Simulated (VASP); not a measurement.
# Si2Ni (Fm-3m) in VASP: further runs

The runs below take Si2Ni through single point, relaxation of cell and atoms, with PBE.

Program: VASP 6.6.1. These are calculated values, not measurements. Logs are shortened: lines on timing, memory, paths and dates and some standing lists are left out, and cuts for length are marked.

### Step 1. The cell of the first run

It takes space group Fm-3m (No. 225, cubic). The conventional cell has a = 5.406 Å, b = 5.406 Å, c = 5.406 Å, α = 90.00°, β = 90.00°, γ = 90.00°. Within 3.1 Å of Si (site symmetry -43m) lie 4 Ni at 2.34 Å and 6 Si at 2.70 Å. Within 3.1 Å of Ni (site symmetry m-3m) lie 8 Si at 2.34 Å.

### Step 2. Single point, PBE

File INCAR:

```
SYSTEM = Si2Ni
PREC     = Accurate       ! precision mode
ENCUT    = 520            ! plane-wave cutoff, eV
EDIFF    = 1E-6           ! SCF threshold, eV
ISMEAR   = 0              ! smearing method
SIGMA    = 0.1            ! smearing width, eV
LREAL    = .False.        ! projectors in reciprocal space
LASPH    = .True.         ! aspherical terms in the spheres
NELM     = 80             ! most SCF steps
ALGO     = Normal         ! electronic algorithm
ISIF     = 2              ! what is computed and relaxed
LWAVE    = .False.        ! write WAVECAR
LCHARG   = .False.        ! write CHGCAR
GGA      = PE             ! functional
NBANDS   = 16             ! bands
```

File KPOINTS:

```
Automatic mesh
0
Gamma
  6 6 6
  0 0 0
```

File POSCAR:

```
Si2Ni
1.0
    0.0000000000      2.7030000000      2.7030000000
    2.7030000000      0.0000000000      2.7030000000
    2.7030000000      2.7030000000      0.0000000000
Si Ni
2 1
Direct
    0.2500000000      0.2500000000      0.2500000000
    0.7500000000      0.7500000000      0.7500000000
    0.0000000000      0.0000000000      0.0000000000
```

Potentials or basis: VASP PAW PBE potentials, release 64 (Si, Ni).

Command:

```
$ cat potpaw_PBE.64/Si/POTCAR potpaw_PBE.64/Ni/POTCAR > POTCAR
$ mpirun -np 1 vasp_std > vasp.out
```

OUTCAR:

```text
SYSTEM = Si2Ni
   PREC = Accurate
   ENCUT = 520
   EDIFF = 1E-6
   ISMEAR = 0
   LREAL = .False.
   LASPH = .True.
   NELM = 80
   ISIF = 2
   GGA = PE

 ion  position               nearest neighbor table
   1  0.250  0.250  0.250-   3 2.34   3 2.34   3 2.34   3 2.34   2 2.70   2 2.70   2 2.70   2 2.70
                             2 2.70   2 2.70
   2  0.750  0.750  0.750-   3 2.34   3 2.34   3 2.34   3 2.34   1 2.70   1 2.70   1 2.70   1 2.70
                             1 2.70   1 2.70
   3  0.000  0.000  0.000-   2 2.34   1 2.34   2 2.34   1 2.34   2 2.34   2 2.34   1 2.34   1 2.34

  LATTYP: Found a face centered cubic cell.
 ALAT       =     5.4060000000

  Lattice vectors:

 A1 = (   0.0000000000,   2.7030000000,   2.7030000000)
 A2 = (   2.7030000000,   0.0000000000,   2.7030000000)
 A3 = (   2.7030000000,   2.7030000000,   0.0000000000)

Analysis of symmetry for initial positions (statically):
=====================================================================
 Subroutine PRICEL returns:
 Original cell was already a primitive cell.

 Routine SETGRP: Setting up the symmetry group for a
 face centered cubic supercell.

 Subroutine GETGRP returns: Found 48 space group operations
 (whereof 48 operations were pure point group operations)
 out of a pool of 48 trial point group operations.

The static configuration has the point symmetry O_h .

Analysis of symmetry for dynamics (positions and initial velocities):
=====================================================================
 Subroutine PRICEL returns:
 Original cell was already a primitive cell.

 Routine SETGRP: Setting up the symmetry group for a
 face centered cubic supercell.

 Subroutine GETGRP returns: Found 48 space group operations
 (whereof 48 operations were pure point group operations)
 out of a pool of 48 trial point group operations.

The dynamic configuration has the point symmetry O_h .

 Subroutine INISYM returns: Found 48 space group operations
 (whereof 48 operations are pure point group operations),
 and found     1 'primitive' translations

----------------------------------------------------------------------------------------

                                     Primitive cell

  volume of cell :      39.4974

  direct lattice vectors                    reciprocal lattice vectors
     0.000000000  2.703000000  2.703000000    -0.184979652  0.184979652  0.184979652
     2.703000000  0.000000000  2.703000000     0.184979652 -0.184979652  0.184979652
     2.703000000  2.703000000  0.000000000     0.184979652  0.184979652 -0.184979652

  length of vectors
     3.822619259  3.822619259  3.822619259     0.320394156  0.320394156  0.320394156

  position of ions in fractional coordinates (direct lattice)
     0.250000000  0.250000000  0.250000000
     0.750000000  0.750000000  0.750000000
     0.000000000  0.000000000  0.000000000

  ion indices of the primitive-cell ions
   primitive index   ion index
                 1           1
                 2           2
                 3           3

----------------------------------------------------------------------------------------

 KPOINTS: Automatic mesh

Automatic generation of k-mesh.
 Grid dimensions read from file:
 generate k-points for:    6    6    6

 Generating k-lattice:

  Cartesian coordinates                     Fractional coordinates (reciprocal lattice)
    -0.030829942  0.030829942  0.030829942     0.166666667  0.000000000  0.000000000
     0.030829942 -0.030829942  0.030829942     0.000000000  0.166666667  0.000000000
     0.030829942  0.030829942 -0.030829942     0.000000000  0.000000000  0.166666667

  Length of vectors
     0.053399026  0.053399026  0.053399026

  Shift w.r.t. Gamma in fractional coordinates (k-lattice)
     0.000000000  0.000000000  0.000000000

 Subroutine IBZKPT returns following result:
 ===========================================

 Found     16 irreducible k-points:

 Following reciprocal coordinates:
            Coordinates               Weight
  0.000000  0.000000  0.000000      1.000000
  0.166667  0.000000  0.000000      8.000000
  0.333333  0.000000  0.000000      8.000000
  0.500000  0.000000  0.000000      4.000000
  0.166667  0.166667  0.000000      6.000000
  0.333333  0.166667  0.000000     24.000000
[... 8 lines left out ...]
 -0.333333  0.333333  0.166667     24.000000
 -0.333333  0.500000  0.166667     12.000000
   k-points           NKPTS =     16   k-points in BZ     NKDIM =     16   number of bands    NBANDS=     16
   number of dos      NEDOS =    301   number of ions     NIONS =      3
   total plane-waves  NPLWV =  21952
   dimension x,y,z NGX =    28 NGY =   28 NGZ =   28
   dimension x,y,z NGXF=    56 NGYF=   56 NGZF=   56
   ions per type =               2   1
   NGX,Y,Z   is equivalent  to a cutoff of  12.18, 12.18, 12.18 a.u.
   NGXF,Y,Z  is equivalent  to a cutoff of  24.35, 24.35, 24.35 a.u.
 SYSTEM =  Si2Ni
   PREC   = accura    normal or accurate (medium, high low for compatibility)
   ISTART =      0    job   : 0-new  1-cont  2-samecut
   ICHARG =      2    charge: 1-file 2-atom 10-const
   ISPIN  =      1    spin polarized calculation?
   LNONCOLLINEAR =      F non collinear calculations
   LSORBIT =      F    spin-orbit coupling
   LASPH  =      T    aspherical Exc in radial PAW
   ENCUT  =  520.0 eV  38.22 Ry    6.18 a.u.   7.11  7.11  7.11*2*pi/ulx,y,z
   NELM   =     80;   NELMIN=  2; NELMDL= -5     # of ELM steps
   EDIFF  = 0.1E-05   stopping-criterion for ELM
   LREAL  =      F    real-space projection
   EDIFFG = 0.1E-04   stopping-criterion for IOM
   NSW    =      0    number of steps for IOM
   IBRION =     -1    ionic relax: 0-MD 1-quasi-New 2-CG
   NFREE  =      0    steps in history (QN), initial steepest desc. (CG)
   ISIF   =      2    stress and relaxation
   ISYM   =      2    0-nonsym 1-usesym 2-fastsym
   POTIM  = 0.5000    time-step for ionic-motion
   TEBEG  =    0.0;   TEEND  =   0.0 temperature during run
   PSTRESS=    0.0 pullay stress
   NELECT =      18.0000    total number of electrons
   NUPDOWN=      -1.0000    fix difference up-down
   EMIN   =  10.00;   EMAX   =-10.00  energy-range for DOS
   EFERMI =   0.00;   METHOD = LEGACY
   ISMEAR =     0;   SIGMA  =   0.10  broadening in eV -4-tet -1-fermi 0-gaus
   EFERMI_NEDOS =   21; number of points for ismear=-14 and -15
   IALGO  =     38    algorithm
   IMIX   =      4    mixing-type and parameters
     AMIX     =   0.40;   BMIX     =  1.00
     AMIX_MAG =   1.60;   BMIX_MAG =  1.00
  volume/ion in A,a.u.               =      13.17        88.85
  Fermi-wavevector in a.u.,A,eV,Ry     =   1.259823  2.380721 21.594550  1.587155
  Thomas-Fermi vector in A             =   2.393364
   LORBIT       =      0    0 simple, 1 ext, 2 COOP (PROOUT), +10 PAW based schemes
   GGA     = PE    functional components
   LHFCALC =     F    Hartree Fock is set to
   AEXX    =    0.0000 exact exchange contribution
   IVDW    =     0    specifies the selected vdW correction
   LEPSILON=     F    determine dielectric tensor
   LRPA    =     F    only Hartree local field effects (RPA)
 non-spin polarized calculation
 Gauss-broadening in eV      SIGMA  =   0.10
  energy-cutoff  :      520.00
  volume of cell :       39.50
 maximum number of plane-waves:      1090
   NGX = 15   NGY = 15   NGZ = 15

 number of electron      17.9999999 magnetization

 Free energy of the ion-electron system (eV)
  ---------------------------------------------------
  ext. energy  EPLUGINS =         0.00000000
  ---------------------------------------------------
  free energy    TOTEN  =       -17.36033345 eV

  energy without entropy =      -17.35381604  energy(sigma->0) =      -17.35707475

 E-fermi :  10.5116     XC(G=0): -11.5867

 val. band max:       10.4630202843   @ k =   0.5000   0.3333   0.0000
 cond. band min:      10.5146372824   @ k =   0.1667   0.1667   0.0000
 fundamental gap:      0.0516169981
 Fermi energy:        10.5116466358

 k-point     1 :       0.0000    0.0000    0.0000
  band No.  band energies     occupation
      1      -3.3998      2.00000
      2       5.2659      2.00000
      3       5.2659      2.00000
      4       5.2659      2.00000
      5       6.9657      2.00000
      6       6.9657      2.00000
[... 8 lines left out ...]
     15      15.1782      0.00000
     16      15.1782      0.00000

 k-point     2 :       0.1667    0.0000    0.0000
  band No.  band energies     occupation
      1      -2.9895      2.00000
      2       4.4571      2.00000
      3       5.3893      2.00000
      4       5.3893      2.00000
      5       6.9042      2.00000
      6       6.9042      2.00000
[... 8 lines left out ...]
     15      14.8863      0.00000
     16      15.4149      0.00000

 k-point     3 :       0.3333    0.0000    0.0000
  band No.  band energies     occupation
      1      -1.7898      2.00000
      2       2.4635      2.00000
      3       5.6147      2.00000
      4       5.6147      2.00000
      5       6.9425      2.00000
      6       6.9425      2.00000
[... 8 lines left out ...]
     15      17.2222      0.00000
     16      17.9083      0.00000

 k-point     4 :       0.5000    0.0000    0.0000
  band No.  band energies     occupation
      1      -0.1619      2.00000
      2       0.4282      2.00000
      3       5.6897      2.00000
      4       5.6897      2.00000
      5       6.7632      2.00000
      6       7.1535      2.00000
[... 8 lines left out ...]
     15      19.6591      0.00000
     16      20.4796      0.00000
[... 172 lines left out ...]
 k-point    14 :       0.5000    0.3333    0.1667
  band No.  band energies     occupation
      1      -0.7595      2.00000
      2       2.5829      2.00000
      3       4.6439      2.00000
      4       5.2305      2.00000
      5       6.0978      2.00000
      6       6.8199      2.00000
[... 8 lines left out ...]
     15      19.0476      0.00000
     16      19.7624      0.00000

 k-point    15 :      -0.3333    0.3333    0.1667
  band No.  band energies     occupation
      1       0.8429      2.00000
      2       1.1341      2.00000
      3       4.3559      2.00000
      4       4.4618      2.00000
      5       6.3619      2.00000
      6       6.8396      2.00000
[... 8 lines left out ...]
     15      17.7490      0.00000
     16      21.5620      0.00000

 k-point    16 :      -0.3333    0.5000    0.1667
  band No.  band energies     occupation
      1       1.0219      2.00000
      2       2.1784      2.00000
      3       2.9191      2.00000
      4       4.4039      2.00000
      5       6.5238      2.00000
      6       6.8431      2.00000
[... 8 lines left out ...]
     15      19.9353      0.00000
     16      21.2356      0.00000

------------------------ aborting loop because EDIFF is reached ----------------------------------------

  FORCE on cell =-STRESS in cart. coord.  units (eV):
  Direction    XX          YY          ZZ          XY          YZ          ZX
  --------------------------------------------------------------------------------------
  -------------------------------------------------------------------------------------
  Total        0.9209067      0.9209067      0.9209067      0.0000000     -0.0000000      0.0000000
  in kB       37.3558035     37.3558035     37.3558035      0.0000000     -0.0000000      0.0000000
  external PRESSURE =      37.3558035 kB  Pullay stress =       0.0000000 kB

 VOLUME and BASIS-vectors are now :
 -----------------------------------------------------------------------------
  energy-cutoff  :      520.00
  volume of cell :       39.50
      direct lattice vectors                 reciprocal lattice vectors
     0.000000000  2.703000000  2.703000000    -0.184979652  0.184979652  0.184979652
     2.703000000  0.000000000  2.703000000     0.184979652 -0.184979652  0.184979652
     2.703000000  2.703000000  0.000000000     0.184979652  0.184979652 -0.184979652

 POSITION                                       TOTAL-FORCE (eV/Angst)
 -----------------------------------------------------------------------------------
      1.35150      1.35150      1.35150        -0.000000      0.000000     -0.000000
      4.05450      4.05450      4.05450        -0.000000     -0.000000      0.000000
      0.00000      0.00000      0.00000         0.000000      0.000000      0.000000
 -----------------------------------------------------------------------------------
    total drift:                               -0.000000     -0.000000      0.000000

  FREE ENERGIE OF THE ION-ELECTRON SYSTEM (eV)
  ---------------------------------------------------
  free  energy   TOTEN  =       -17.3603334547 eV

  energy  without entropy=      -17.3538160431  energy(sigma->0) =      -17.35707475
```

It took 5.3 s on 1 thread of Intel Xeon 6975P-C (Granite Rapids), shared host; peak memory 0.15 GiB.

What came out:

```
Free energy            : -17.3603 eV
Pressure               : 3.7 GPa
Band gap on the k mesh : zero (bands 9 and 10 overlap by 2.11 eV)
```

Levels at points of the mesh, in eV from the Fermi level:
| k point | band 5 | band 6 | band 7 | band 8 | band 9 | band 10 | band 11 | band 12 | band 13 | band 14 |
| --- | --- | --- | --- | --- | --- | --- | --- | --- | --- | --- |
| (0.00, 0.00, 0.00) | -3.55 | -3.55 | -0.36 | 1.66 | 1.66 | 1.66 | 2.23 | 2.23 | 2.23 | 4.67 |
| (0.50, 0.00, 0.00) | -3.75 | -3.36 | -3.36 | -1.50 | -1.50 | 1.73 | 1.76 | 1.76 | 2.56 | 9.15 |
| (0.50, 0.50, 0.00) | -4.59 | -3.63 | -3.63 | -3.47 | -3.14 | -0.46 | 1.36 | 7.67 | 8.25 | 8.25 |

Caveat: the cell stands under pressure. Spin polarisation is off, so any magnetic state and its effect on volume and gap are missing.

[end of part 1 of 2]
